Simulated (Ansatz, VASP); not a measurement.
# One calculation of MnSi, two programs

Contents of INCAR:

```
  ALGO = Normal
  EDIFF = 1E-8
  ENCUT = 520
  GGA = PE
  ISIF = 2
  ISMEAR = -1
  ISPIN = 2
  LASPH = T
  LCHARG = F
  LEFG = T
  LMAXMIX = 4
  LORBIT = 11
  LREAL = F
  LWAVE = F
  MAGMOM = 3 3 3 3 0 0 0 0
  NBANDS = 48
  NELM = 150
  PREC = Accurate
  SIGMA = 0.02
```

KPOINTS

```
k-points
0
Gamma
  6 6 6
```

The input POSCAR:

```
MnSi
1.0
    4.5561300000      0.0000000000      0.0000000000
    0.0000000000      4.5561300000      0.0000000000
    0.0000000000      0.0000000000      4.5561300000
Mn Si
4 4
Direct
    0.1383000000      0.1383000000      0.1383000000
    0.3617000000      0.8617000000      0.6383000000
    0.6383000000      0.3617000000      0.8617000000
    0.8617000000      0.6383000000      0.3617000000
    0.8461000000      0.8461000000      0.8461000000
    0.6539000000      0.1539000000      0.3461000000
    0.3461000000      0.6539000000      0.1539000000
    0.1539000000      0.3461000000      0.6539000000
```

Input for Ansatz:

```yaml
crystal:
  lattice:
    - [4.55613, 0.0, 0.0]
    - [0.0, 4.55613, 0.0]
    - [0.0, 0.0, 4.55613]
  atoms:
    - { symbol: Mn, position: [0.1383, 0.1383, 0.1383], spin: 3.0 }
    - { symbol: Mn, position: [0.3617, 0.8617, 0.6383], spin: 3.0 }
    - { symbol: Mn, position: [0.6383, 0.3617, 0.8617], spin: 3.0 }
    - { symbol: Mn, position: [0.8617, 0.6383, 0.3617], spin: 3.0 }
    - { symbol: Si, position: [0.8461, 0.8461, 0.8461] }
    - { symbol: Si, position: [0.6539, 0.1539, 0.3461] }
    - { symbol: Si, position: [0.3461, 0.6539, 0.1539] }
    - { symbol: Si, position: [0.1539, 0.3461, 0.6539] }
magnetization:
  spin_polarized: true
kpoints:
  mp_grid: { grid: [6, 6, 6] }
scf:
  occupations: { method: fermi_dirac, width: 0.02 }
hamiltonian:
  xc: pbe
  pseudopotentials: { kind: paw }
output:
  forces: true
  stress: true
  populations: true
  efg: { quadrupole_moments_barn: { Mn: 0.33 }, contact_densities: true }
```

Alike in both runs: task electric field gradients; functional PBE; k mesh 6 × 6 × 6; occupations fermi-dirac, width 0.02 eV; collinear spin.

|  | VASP | Ansatz |
| --- | --- | --- |
| version | VASP 6.6.1 | Ansatz 0.2.0 |
| potentials or method | VASP PAW PBE potentials, release 64 (Mn_pv, Si) | plane-wave PAW, scalar-relativistic |
| plane-wave cutoff (eV) | 520 | 420 |
| valence electrons in the cell | 68 | 76 |

Ansatz gave:

* pressure (GPa): -5.5
* rms of the force components (eV/Å): 0.128
* net moment per atom (μB): 0.50
* size of the moment on the site where the two differ most (μB): 1.02
* size of Vzz on the site where it differs most (V/Å²): 1.7

Task: Estimate VASP's values.

Result: Pressure (GPa): -5.5; rms of the force components (eV/Å): 0.123; net moment per atom (μB): 0.50; size of the moment on the site where the two differ most (μB): 1.07; size of Vzz on the site where it differs most (V/Å²): 0.1.

Site moments also hang on the region over which each program counts them. Atom by atom the forces differ by 0.005 eV/Å (rms over components). VASP's potentials hold 68 valence electrons a cell and Ansatz's 76, so a difference there can come from the potentials and not from the codes.
